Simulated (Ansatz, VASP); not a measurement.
# GeCl3 in VASP and in Ansatz

```xyz
8
Lattice="5.4953 0.0000 0.0000 0.0000 5.4953 0.0000 0.0000 0.0000 5.4953" Properties=species:S:1:pos:R:3 pbc="T T T"
Ge    0.0000    0.0000    0.0000
Ge    2.7476    2.7476    2.7476
Cl    1.3738    0.0000    2.7476
Cl    2.7476    4.1215    0.0000
Cl    4.1215    0.0000    2.7476
Cl    2.7476    1.3738    0.0000
Cl    0.0000    2.7476    4.1215
Cl    0.0000    2.7476    1.3738
```

Change from the starting cell: species swapped into the V3Sn type (Pm-3n, No. 223).

Alike in both runs: functional PBE; k mesh 8 × 8 × 8; occupations gaussian, width 0.1 eV; no spin polarisation.

Ansatz relaxed the structure, and its values are those at the end. VASP's run is a single point on that final structure, the one shown.

|  | VASP | Ansatz |
| --- | --- | --- |
| version | VASP 6.6.1 | Ansatz 0.2.0 |
| potentials or method | VASP PAW PBE potentials, release 64 (Ge_d, Cl), cutoff 520 eV | scalar-relativistic, plane waves, PAW |
| valence electrons in the cell | 70 | 70 |

|  | VASP | Ansatz | Ansatz less VASP |
| --- | --- | --- | --- |
| gap on the k mesh at the Fermi level (eV) | none | none | - |
| pressure (GPa) | -0.1 | 0.0 | +0.08 |

A gap of «none» marks a metal or a gap that the smearing closes.
